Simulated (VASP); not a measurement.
# CoO (R-3m) in VASP: further runs, part 2 of 2

VASP 6.6.1. Earlier steps stand in the parts before.

**3. Single point, PBEsol, collinear spin, ferromagnetic start (strain +0.000 along x and y, +0.080 along z)**

File INCAR:

```
PREC = Accurate ; ENCUT = 520
EDIFF = 1E-7 ; ISMEAR = 0
SIGMA = 0.15 ; LREAL = False
LASPH = True ; NELM = 150
ALGO = Normal ; ISIF = 2
LWAVE = False ; LCHARG = False
ISPIN = 2 ; MAGMOM = 2.64 0.33
LORBIT = 11 ; LMAXMIX = 4
GGA = PS ; NBANDS = 18
```

File KPOINTS:

```
Automatic mesh
0
Gamma
  18 18 18
```

File POSCAR:

```
CoO
1.0
    1.5054695445      0.8691832468      2.6351210587
   -1.5054695445      0.8691832468      2.6351210587
    0.0000000000     -1.7383664936      2.6351210587
Co O
1 1
Direct
    0.0000000000      0.0000000000      0.0000000000
    0.5000000000      0.5000000000      0.5000000000
```

Potentials or basis: VASP PAW PBE potentials, release 64 (Co, O).

Started as:

```sh
$ cat potpaw_PBE.64/Co/POTCAR potpaw_PBE.64/O/POTCAR > POTCAR
$ mpirun -np 1 vasp_std > vasp.out
```

OUTCAR:

```text
PREC = Accurate
   ENCUT = 520
   EDIFF = 1E-7
   ISMEAR = 0
   LREAL = False
   LASPH = True
   NELM = 150
   ISIF = 2
   ISPIN = 2
   LORBIT = 11
   GGA = PS

 ion  position               nearest neighbor table
   1  0.000  0.000  0.000-   2 2.18   2 2.18   2 2.18   2 2.18   2 2.18   2 2.18
   2  0.500  0.500  0.500-   1 2.18   1 2.18   1 2.18   1 2.18   1 2.18   1 2.18

  LATTYP: Found a trigonal (rhomboedric) cell.
 ALAT       =     3.1568625342
 COS(alpha) =     0.5451558617

  Lattice vectors:

 A1 = (   1.5054695445,   0.8691832468,   2.6351210587)
 A2 = (  -1.5054695445,   0.8691832468,   2.6351210587)
 A3 = (   0.0000000000,  -1.7383664936,   2.6351210587)

Analysis of symmetry for initial positions (statically):
=====================================================================
 Subroutine PRICEL returns:
 Original cell was already a primitive cell.

 Routine SETGRP: Setting up the symmetry group for a
 trigonal (rhombohedral) supercell.

 Subroutine GETGRP returns: Found 12 space group operations
 (whereof 12 operations were pure point group operations)
[... 696 lines left out ...]
  band No.  band energies     occupation
      1     -12.1736      1.00000
      2       4.2493      1.00000
      3       4.7442      1.00000
      4       4.7442      1.00000
      5       5.6750      1.00000
      6       5.9595      1.00000
[... 493 lines left out ...]
     17      33.6028      0.00000
     18      35.2326      0.00000

 [... further k-points ...]
[... 5 lines left out ...]
  --------------------------------------------------------------------------------------
  -------------------------------------------------------------------------------------
  Total       -2.5974356     -2.5974356     -2.7753108      0.0000000      0.0000000      0.0000000
  in kB     -201.1500889   -201.1500889   -214.9250638      0.0000000      0.0000000      0.0000000
  external PRESSURE =    -205.7417472 kB  Pullay stress =       0.0000000 kB

 VOLUME and BASIS-vectors are now :
 -----------------------------------------------------------------------------
  energy-cutoff  :      520.00
  volume of cell :       20.69
      direct lattice vectors                 reciprocal lattice vectors
     1.505469544  0.869183247  2.635121059     0.332122295  0.191750896  0.126496402
    -1.505469544  0.869183247  2.635121059    -0.332122295  0.191750896  0.126496402
     0.000000000 -1.738366494  2.635121059     0.000000000 -0.383501793  0.126496402

 POSITION                                       TOTAL-FORCE (eV/Angst)
 -----------------------------------------------------------------------------------
      0.00000      0.00000      0.00000         0.000000      0.000000     -0.000000
      0.00000      0.00000      3.95268         0.000000      0.000000      0.000000
 -----------------------------------------------------------------------------------
    total drift:                               -0.000000      0.000000     -0.000000

  FREE ENERGIE OF THE ION-ELECTRON SYSTEM (eV)
  ---------------------------------------------------
  free  energy   TOTEN  =       -13.8328377232 eV

  energy  without entropy=      -13.7921559571  energy(sigma->0) =      -13.81249684

 total charge

# of ion       s       p       d       tot
------------------------------------------
    1        0.281   0.317   7.095   7.694
    2        1.551   3.364   0.000   4.916
--------------------------------------------------
tot          1.832   3.682   7.095  12.610

 magnetization (x)

# of ion       s       p       d       tot
------------------------------------------
    1        0.018   0.016   2.571   2.605
    2        0.027   0.298   0.000   0.325
--------------------------------------------------
tot          0.045   0.314   2.571   2.930
```

It took 3.1 min on 1 thread of Intel Xeon 6975P-C (Granite Rapids), shared host; peak memory 0.42 GiB.

Results:

```
Free energy                                           : -13.8328 eV
Pressure                                              : -20.6 GPa
Band gap on the k mesh                                : zero (filled and empty bands overlap)
Net moment                                            : 2.99 μB per cell
Site moments                                          : Co +2.60; O +0.33 μB
Valence electrons inside the program's atomic spheres : Co 7.69; O 4.92
```

Caveat: the cell differs from its parent crystal (strain +0.000 along x and y, +0.080 along z); the PAW data sets were made with another functional, which shifts forces and pressure a little; a cell with one magnetic atom can't hold antiferromagnetic order, which such compounds often take; semilocal functionals often make such compounds metallic where correlation or magnetic order opens a gap, which also shifts bond lengths.

**4. Single point, PBEsol, collinear spin, ferromagnetic start (strain -0.040 along x and y, +0.000 along z)**

File INCAR:

```
ALGO = Normal
EDIFF = 1E-6
ENCUT = 520
GGA = PS
ISIF = 2
ISMEAR = 0
ISPIN = 2
LASPH = T
LCHARG = F
LMAXMIX = 4
LORBIT = 11
LREAL = F
LWAVE = F
MAGMOM = 2.64 0.33
NBANDS = 18
NELM = 150
PREC = Accurate
SIGMA = 0.15
```

File KPOINTS:

```
k-points
0
Gamma
  18 18 18
```

File POSCAR:

```
CoO
1.0
    1.4452507627      0.8344159169      2.4399269062
   -1.4452507627      0.8344159169      2.4399269062
    0.0000000000     -1.6688318338      2.4399269062
Co O
1 1
Direct
    0.0000000000      0.0000000000      0.0000000000
    0.5000000000      0.5000000000      0.5000000000
```

Started as:

```sh
$ cat potpaw_PBE.64/Co/POTCAR potpaw_PBE.64/O/POTCAR > POTCAR
$ mpirun -np 1 vasp_std > vasp.out
```

Run time: 15 min. Hardware: 1 thread of AMD EPYC 7R13, shared host; peak memory 0.36 GiB.

The run converged. Its results:

* Free energy: -14.0109 eV
* Pressure: 3.3 GPa
* Net moment: 2.58 μB per cell
* Site moments: Co +2.30; O +0.24 μB
* Valence electrons inside the program's atomic spheres: Co 7.99; O 4.99

Stress tensor (GPa, compression positive):
```
2.53 0.00 0.00
0.00 2.53 0.00
0.00 0.00 4.99
```

Levels at points of the mesh, in eV from the Fermi level:
Spin up:
| k point | band 6 | band 7 | band 8 | band 9 | band 10 | band 11 | band 12 | band 13 |
| --- | --- | --- | --- | --- | --- | --- | --- | --- |
| (0.00, 0.00, 0.00) | -3.20 | -3.20 | -3.04 | -3.04 | 1.37 | 16.83 | 18.07 | 19.00 |
| (0.50, 0.00, 0.00) | -2.13 | -1.60 | 0.39 | 0.45 | 4.98 | 10.20 | 13.47 | 13.95 |
| (0.50, 0.50, 0.00) | -2.76 | -2.07 | -1.89 | -1.86 | 6.36 | 10.18 | 11.97 | 16.40 |
| (0.50, 0.50, 0.50) | -2.24 | -1.75 | 0.35 | 0.35 | 5.29 | 9.66 | 14.36 | 14.36 |
Spin down:
```csv
k point,band 3,band 4,band 5,band 6,band 7,band 8,band 9,band 10
"(0.00, 0.00, 0.00)",-3.08,-3.08,-1.45,-1.28,-1.28,-0.32,-0.32,1.86
"(0.50, 0.00, 0.00)",-5.65,-5.42,-0.26,-0.09,0.22,2.68,2.76,5.25
"(0.50, 0.50, 0.00)",-4.67,-4.40,-2.70,0.12,0.14,0.25,0.88,7.13
"(0.50, 0.50, 0.50)",-5.32,-5.32,-0.24,-0.24,0.08,2.64,2.64,5.57
```

Caveat: the cell differs from its parent crystal (strain -0.040 along x and y, +0.000 along z); the PAW data sets were made with another functional, which shifts forces and pressure a little; a cell with one magnetic atom can't hold antiferromagnetic order, which such compounds often take; semilocal functionals often make such compounds metallic where correlation or magnetic order opens a gap, which also shifts bond lengths.

**5. Overview**

| cell | gap on the mesh (eV) | pressure (GPa) | moment (μB) |
| --- | --- | --- | --- |
| a = 3.037 Å, angles 62.1°, 2 atoms | none | -20.6 | 2.99 |
| a = 3.157 Å, angles 57.0°, 2 atoms | none | -20.6 | 2.99 |
| a = 2.956 Å, angles 58.5°, 2 atoms | none | 3.3 | 2.58 |

Alike in all rows: task single point; level PBEsol; potentials or basis VASP PAW PBE potentials, release 64 (Co, O); spin collinear, ferromagnetic start; k mesh 18 × 18 × 18; cutoff (eV) 520; smearing gaussian 0.15 eV.

Caveats: the PAW data sets were made with another functional, which shifts forces and pressure a little; a cell with one magnetic atom can't hold antiferromagnetic order, which such compounds often take; semilocal functionals often make such compounds metallic where correlation or magnetic order opens a gap, which also shifts bond lengths.

Absolute energies hang on the potentials; compare differences alone.
